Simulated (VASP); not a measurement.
# LuZrBr6 (P-62m) in VASP: relaxation of cell and atoms with PBE

Aim: the relaxation of cell and atoms of LuZrBr6 with PBE.

Program: VASP 6.6.1. These are calculated values, not measurements. Logs are shortened: lines on timing, memory, paths and dates and some standing lists are left out, and cuts for length are marked.

**1. The cell of the first run**

Symmetry: P-62m, No. 189, hexagonal system. The conventional cell has a = 5.368 Å, b = 5.368 Å, c = 10.862 Å, α = 90.00°, β = 90.00°, γ = 120.00°. Lu (site symmetry -62m) has 12 Br at 4.02 to 4.71 Å and 6 Lu at 5.37 Å and 2 Zr at 5.43 Å within 5.5 Å. Zr (site symmetry -62m) has 12 Br at 2.93 to 3.82 Å within 3.9 Å. Within 4.1 Å of Br (site symmetry m) lie 7 Br at 2.86 to 4.03 Å and 2 Zr at 2.93 to 3.82 Å and 1 Lu at 4.02 Å.

The cell was generated, and may not be a known phase.

**2. Relaxation of cell and atoms, PBE**

File INCAR:

```
ALGO     = Normal         # electronic algorithm
EDIFF    = 1E-7           # SCF threshold, eV
EDIFFG   = -0.04          # ionic threshold
ENCUT    = 600            # plane-wave cutoff, eV
GGA      = PE             # functional
IBRION   = 2              # ionic algorithm
ISIF     = 3              # what is computed and relaxed
ISMEAR   = 0              # smearing method
LASPH    = True           # aspherical terms in the spheres
LCHARG   = False          # write CHGCAR
LREAL    = False          # projectors in reciprocal space
LWAVE    = False          # write WAVECAR
NELM     = 100            # most SCF steps
NSW      = 90             # ionic steps
PREC     = Accurate       # precision mode
SIGMA    = 0.1            # smearing width, eV
```

File KPOINTS:

```
k-points
0
Gamma
  6 6 2
```

File POSCAR:

```
LuZrBr6
1.0
    5.3678222700      0.0000000000      0.0000000000
   -2.6839111300      4.6486704500      0.0000000000
    0.0000000000      0.0000000000     10.8624372700
Lu Zr Br
1 1 6
Direct
    0.0000000000      0.0000000000      0.0000000000
    0.0000000000      0.0000000000      0.5000000000
    0.3952277900      0.0000000000      0.6856942600
    0.0000000000      0.3952277900      0.6856942600
    0.6047722100      0.6047722100      0.6856942600
    0.3952277900      0.0000000000      0.3143057400
    0.0000000000      0.3952277900      0.3143057400
    0.6047722100      0.6047722100      0.3143057400
```

Potentials or basis: VASP PAW PBE potentials, release 64 (Lu, Zr_sv, Br).

Launch:

```
$ cat potpaw_PBE.64/Lu/POTCAR potpaw_PBE.64/Zr_sv/POTCAR potpaw_PBE.64/Br/POTCAR > POTCAR
$ mpirun -np 1 vasp_std > vasp.out
```

OUTCAR:

```text
EDIFF = 1E-7
   EDIFFG = -0.04
   ENCUT = 600
   GGA = PE
   IBRION = 2
   ISIF = 3
   ISMEAR = 0
   LASPH = True
   LREAL = False
   NELM = 100
   NSW = 90
   PREC = Accurate

 ion  position               nearest neighbor table
   1  0.000  0.000  0.000-
   2  0.000  0.000  0.500-   4 2.93   7 2.93   6 2.93   3 2.93   5 2.93   8 2.93
   3  0.395  0.000  0.686-   2 2.93
   4  0.000  0.395  0.686-   2 2.93
   5  0.605  0.605  0.686-   2 2.93
   6  0.395  0.000  0.314-   2 2.93
   7  0.000  0.395  0.314-   2 2.93
   8  0.605  0.605  0.314-   2 2.93

  LATTYP: Found a hexagonal cell.
 ALAT       =     5.3678222700
 C/A-ratio  =     2.0236208883

  Lattice vectors:

 A1 = (   5.3678222700,   0.0000000000,   0.0000000000)
 A2 = (  -2.6839111300,   4.6486704500,   0.0000000000)
 A3 = (   0.0000000000,   0.0000000000,  10.8624372700)

Analysis of symmetry for initial positions (statically):
=====================================================================
 Subroutine PRICEL returns:
 Original cell was already a primitive cell.

 Routine SETGRP: Setting up the symmetry group for a
 hexagonal supercell.

 Subroutine GETGRP returns: Found 12 space group operations
 (whereof 12 operations were pure point group operations)
 out of a pool of 24 trial point group operations.

The static configuration has the point symmetry D_3h.

Analysis of symmetry for dynamics (positions and initial velocities):
=====================================================================
 Subroutine PRICEL returns:
 Original cell was already a primitive cell.

 Routine SETGRP: Setting up the symmetry group for a
 hexagonal supercell.

 Subroutine GETGRP returns: Found 12 space group operations
 (whereof 12 operations were pure point group operations)
 out of a pool of 24 trial point group operations.

The dynamic configuration has the point symmetry D_3h.

 Subroutine INISYM returns: Found 12 space group operations
 (whereof 12 operations are pure point group operations),
 and found     1 'primitive' translations

----------------------------------------------------------------------------------------

                                     Primitive cell

  volume of cell :     271.0530

  direct lattice vectors                    reciprocal lattice vectors
     5.367822270  0.000000000  0.000000000     0.186295289  0.107557635  0.000000000
    -2.683911130  4.648670450  0.000000000     0.000000000  0.215115270  0.000000000
     0.000000000  0.000000000 10.862437270     0.000000000  0.000000000  0.092060371

  length of vectors
     5.367822270  5.367822269 10.862437270     0.215115270  0.215115270  0.092060371

  position of ions in fractional coordinates (direct lattice)
     0.000000000  0.000000000  0.000000000
     0.000000000  0.000000000  0.500000000
     0.395227790  0.000000000  0.685694260
     0.000000000  0.395227790  0.685694260
     0.604772210  0.604772210  0.685694260
     0.395227790  0.000000000  0.314305740
     0.000000000  0.395227790  0.314305740
     0.604772210  0.604772210  0.314305740

  ion indices of the primitive-cell ions
   primitive index   ion index
                 1           1
                 2           2
                 3           3
                 4           4
                 5           5
                 6           6
                 7           7
                 8           8

----------------------------------------------------------------------------------------

 KPOINTS: k-points

Automatic generation of k-mesh.
 Grid dimensions read from file:
 generate k-points for:    6    6    2

 Generating k-lattice:

  Cartesian coordinates                     Fractional coordinates (reciprocal lattice)
     0.031049215  0.017926272  0.000000000     0.166666667  0.000000000  0.000000000
     0.000000000  0.035852545  0.000000000     0.000000000  0.166666667  0.000000000
     0.000000000  0.000000000  0.046030185     0.000000000  0.000000000  0.500000000

  Length of vectors
     0.035852545  0.035852545  0.046030185

  Shift w.r.t. Gamma in fractional coordinates (k-lattice)
     0.000000000  0.000000000  0.000000000

 Subroutine IBZKPT returns following result:
 ===========================================

 Found     14 irreducible k-points:

 Following reciprocal coordinates:
            Coordinates               Weight
  0.000000  0.000000  0.000000      1.000000
  0.166667  0.000000  0.000000      6.000000
  0.333333  0.000000  0.000000      6.000000
  0.500000  0.000000  0.000000      3.000000
  0.166667  0.166667  0.000000      6.000000
  0.333333  0.166667  0.000000     12.000000
  0.333333  0.333333  0.000000      2.000000
  0.000000  0.000000  0.500000      1.000000
  0.166667  0.000000  0.500000      6.000000
  0.333333  0.000000  0.500000      6.000000
  0.500000  0.000000  0.500000      3.000000
  0.166667  0.166667  0.500000      6.000000
  0.333333  0.166667  0.500000     12.000000
  0.333333  0.333333  0.500000      2.000000
   k-points           NKPTS =     14   k-points in BZ     NKDIM =     14   number of bands    NBANDS=     47
   number of dos      NEDOS =    301   number of ions     NIONS =      8
   total plane-waves  NPLWV = 207360
   dimension x,y,z NGX =    48 NGY =   48 NGZ =   90
   dimension x,y,z NGXF=    96 NGYF=   96 NGZF=  180
   ions per type =               1   1   6
   NGX,Y,Z   is equivalent  to a cutoff of  14.87, 14.87, 13.77 a.u.
   NGXF,Y,Z  is equivalent  to a cutoff of  29.73, 29.73, 27.55 a.u.
 SYSTEM =  unknown system
   PREC   = accura    normal or accurate (medium, high low for compatibility)
   ISTART =      0    job   : 0-new  1-cont  2-samecut
   ICHARG =      2    charge: 1-file 2-atom 10-const
   ISPIN  =      1    spin polarized calculation?
   LNONCOLLINEAR =      F non collinear calculations
   LSORBIT =      F    spin-orbit coupling
   LASPH  =      T    aspherical Exc in radial PAW
   ENCUT  =  600.0 eV  44.10 Ry    6.64 a.u.  10.72 10.72 21.69*2*pi/ulx,y,z
   NELM   =    100;   NELMIN=  2; NELMDL= -5     # of ELM steps
   EDIFF  = 0.1E-06   stopping-criterion for ELM
   LREAL  =      F    real-space projection
   EDIFFG = -.4E-01   stopping-criterion for IOM
   NSW    =     90    number of steps for IOM
   IBRION =      2    ionic relax: 0-MD 1-quasi-New 2-CG
   NFREE  =      1    steps in history (QN), initial steepest desc. (CG)
   ISIF   =      3    stress and relaxation
   ISYM   =      2    0-nonsym 1-usesym 2-fastsym
   POTIM  = 0.5000    time-step for ionic-motion
   TEBEG  =    0.0;   TEEND  =   0.0 temperature during run
   PSTRESS=    0.0 pullay stress
   NELECT =      79.0000    total number of electrons
   NUPDOWN=      -1.0000    fix difference up-down
   EMIN   =  10.00;   EMAX   =-10.00  energy-range for DOS
   EFERMI =   0.00;   METHOD = LEGACY
   ISMEAR =     0;   SIGMA  =   0.10  broadening in eV -4-tet -1-fermi 0-gaus
   EFERMI_NEDOS =   21; number of points for ismear=-14 and -15
   IALGO  =     38    algorithm
   IMIX   =      4    mixing-type and parameters
     AMIX     =   0.40;   BMIX     =  1.00
     AMIX_MAG =   1.60;   BMIX_MAG =  1.00
  volume/ion in A,a.u.               =      33.88       228.64
  Fermi-wavevector in a.u.,A,eV,Ry     =   1.085423  2.051153 16.029619  1.178144
  Thomas-Fermi vector in A             =   2.221537
   LORBIT       =      0    0 simple, 1 ext, 2 COOP (PROOUT), +10 PAW based schemes
   GGA     = PE    functional components
   LHFCALC =     F    Hartree Fock is set to
   AEXX    =    0.0000 exact exchange contribution
   IVDW    =     0    specifies the selected vdW correction
   LEPSILON=     F    determine dielectric tensor
   LRPA    =     F    only Hartree local field effects (RPA)
 conjugate gradient relaxation of ions
 non-spin polarized calculation
 Gauss-broadening in eV      SIGMA  =   0.10
  energy-cutoff  :      600.00
  volume of cell :      271.05
 maximum number of plane-waves:      9091
 NGX is ok and might be reduce to    48
   NGX = 21   NGY = 21   NGZ = 43

--------------------------------------- Ionic step        1  -------------------------------------------

 number of electron      78.9999998 magnetization

 Free energy of the ion-electron system (eV)
  ---------------------------------------------------
  ext. energy  EPLUGINS =         0.00000000
  ---------------------------------------------------
  free energy    TOTEN  =       -21.51256912 eV

  energy without entropy =      -21.48484313  energy(sigma->0) =      -21.49870613

------------------------ aborting loop because EDIFF is reached ----------------------------------------

  FORCE on cell =-STRESS in cart. coord.  units (eV):
  Direction    XX          YY          ZZ          XY          YZ          ZX
  --------------------------------------------------------------------------------------
  -------------------------------------------------------------------------------------
  Total       18.7436844     18.7436844    -18.3507205      0.0000000      0.0000000      0.0000000
  in kB      110.7927589    110.7927590   -108.4699736      0.0000001      0.0000000      0.0000000
  external PRESSURE =      37.7051814 kB  Pullay stress =       0.0000000 kB
[... 107 lines left out ...]
  FREE ENERGIE OF THE ION-ELECTRON SYSTEM (eV)
  ---------------------------------------------------
  free  energy   TOTEN  =       -29.4544393945 eV

  energy  without entropy=      -29.4544121435  energy(sigma->0) =      -29.45442577

[... ionic steps 4 to 12 ...]

--------------------------------------- Ionic step       13  -------------------------------------------

 number of electron      79.0000015 magnetization

------------------------ aborting loop because EDIFF is reached ----------------------------------------

  FORCE on cell =-STRESS in cart. coord.  units (eV):
  Direction    XX          YY          ZZ          XY          YZ          ZX
  --------------------------------------------------------------------------------------
  -------------------------------------------------------------------------------------
  Total       -0.3770843     -0.3770843     -0.3969326     -0.0000000      0.0000000     -0.0000000
  in kB       -1.9114436     -1.9114436     -2.0120547     -0.0000000      0.0000000     -0.0000000
  external PRESSURE =      -1.9449806 kB  Pullay stress =       0.0000000 kB
[... 69 lines left out ...]
  energy  without entropy=      -35.2828472919  energy(sigma->0) =      -35.28284732

--------------------------------------- Ionic step       15  -------------------------------------------

 number of electron      79.0000019 magnetization

 Free energy of the ion-electron system (eV)
  ---------------------------------------------------
  ext. energy  EPLUGINS =         0.00000000
  ---------------------------------------------------
  free energy    TOTEN  =       -35.28429313 eV

  energy without entropy =      -35.28429309  energy(sigma->0) =      -35.28429311

 E-fermi :   1.6136     XC(G=0):  -7.2403

 val. band max:        1.2774071827   @ k =   0.0000   0.0000   0.0000
 cond. band min:       1.9638293249   @ k =   0.3333   0.3333   0.5000
 fundamental gap:      0.6864221422
 Fermi energy:         1.6135556436

 k-point     1 :       0.0000    0.0000    0.0000
  band No.  band energies     occupation
      1     -55.7748      2.00000
      2     -49.2256      2.00000
      3     -27.3602      2.00000
      4     -27.3602      2.00000
      5     -27.0753      2.00000
      6     -26.5137      2.00000
[... 724 lines left out ...]
  FREE ENERGIE OF THE ION-ELECTRON SYSTEM (eV)
  ---------------------------------------------------
  free  energy   TOTEN  =       -35.2842931308 eV

  energy  without entropy=      -35.2842930924  energy(sigma->0) =      -35.28429311

 reached required accuracy - stopping structural energy minimisation
```

Wall time 49 min (1 thread of Intel Xeon 6975P-C (Granite Rapids), shared host); peak memory 0.68 GiB.

What came out:

```
Free energy                           : -35.2843 eV
Relaxed volume                        : 39.33 Å³/atom
Relaxed cell                          : a = 7.164 Å, b = 7.164 Å, c = 7.080 Å, α = 90.00°, β = 90.00°, γ = 120.00°
Space group after relaxing (to 0.1 Å) : P-62m (No. 189)
Energy gained by relaxing             : 1721.5 meV/atom
Ionic steps                           : 15
Pressure after relaxing               : 0.0 GPa
Largest force after relaxing          : 0.017 eV/Å
Band gap on the k mesh                : zero (an odd number of electrons rules out a gap without spin polarisation)
```

Forces in eV/Å, atoms in the order of the input:
```
Lu   0.000  0.000  0.000
Zr   0.000  0.000  0.000
Br  -0.015  0.000  0.007
Br   0.008 -0.013  0.007
Br   0.008  0.013  0.007
Br  -0.015  0.000 -0.007
Br   0.008 -0.013 -0.007
Br   0.008  0.013 -0.007
```

The path:
```
step  energy change (eV)  largest force (eV/Å)  pressure (GPa)  volume (Å³)
   1              0.0000                2.5333            3.77       271.05
   2             -5.6457                1.9365           -2.69       298.63
   3             -7.9419                2.1584           -3.41       316.26
   4             -9.8008                2.4912            0.81       284.07
   5             -9.9583                3.1564            4.33       270.28
   6            -10.8646                2.8715            4.99       268.31
   7            -11.5379                3.1595            9.22       263.27
   8            -13.1579                1.3211            3.22       290.08
   9            -13.4594                0.7039            1.11       305.73
  10            -13.4908                0.5580            0.41       312.55
  11            -13.4910                0.5395            0.28       314.00
  12            -13.6306                0.3562            0.10       314.72
  13            -13.7699                0.0900           -0.19       316.07
  14            -13.7703                0.0678           -0.19       316.01
  15            -13.7717                0.0168            0.03       314.63
```

Final structure:
```
Lu Zr Br
1.0
     7.16355    0.00000    0.00000
    -3.58178    6.20382    0.00000
     0.00000    0.00000    7.07970
Lu Zr Br
1 1 6
Cartesian
  0.0000 0.0000 0.0000
  0.0000 0.0000 3.5398
  2.0869 0.0000 5.2554
  -1.0435 1.8073 5.2554
  2.5383 4.3965 5.2554
  2.0869 0.0000 1.8243
  -1.0435 1.8073 1.8243
  2.5383 4.3965 1.8243
```

Levels at points of the mesh, in eV from the Fermi level:
| k point | band 35 | band 36 | band 37 | band 38 | band 39 | band 40 | band 41 | band 42 | band 43 | band 44 |
| --- | --- | --- | --- | --- | --- | --- | --- | --- | --- | --- |
| (0.00, 0.00, 0.00) | -3.54 | -3.27 | -3.15 | -3.15 | -2.98 | -0.34 | 0.66 | 0.66 | 2.02 | 2.17 |
| (0.50, 0.00, 0.00) | -3.47 | -3.39 | -3.32 | -2.96 | -2.93 | -0.46 | 0.46 | 0.55 | 2.14 | 2.16 |
| (0.00, 0.00, 0.50) | -3.62 | -3.59 | -3.48 | -3.48 | -3.48 | 0.46 | 0.89 | 0.89 | 1.80 | 1.80 |
| (0.50, 0.00, 0.50) | -3.93 | -3.81 | -3.66 | -3.23 | -3.13 | 0.38 | 0.80 | 0.80 | 1.70 | 1.91 |

Caveat: the volume moved by over 15 % at a fixed basis, so the end points are rough; spin-orbit coupling is left out, which moves the levels of the heavy elements; an odd number of electrons without spin polarisation forces a metal; a magnetic or distorted state may lie lower.

The gap in the log of VASP goes by the Fermi energy; the results here count the filled bands.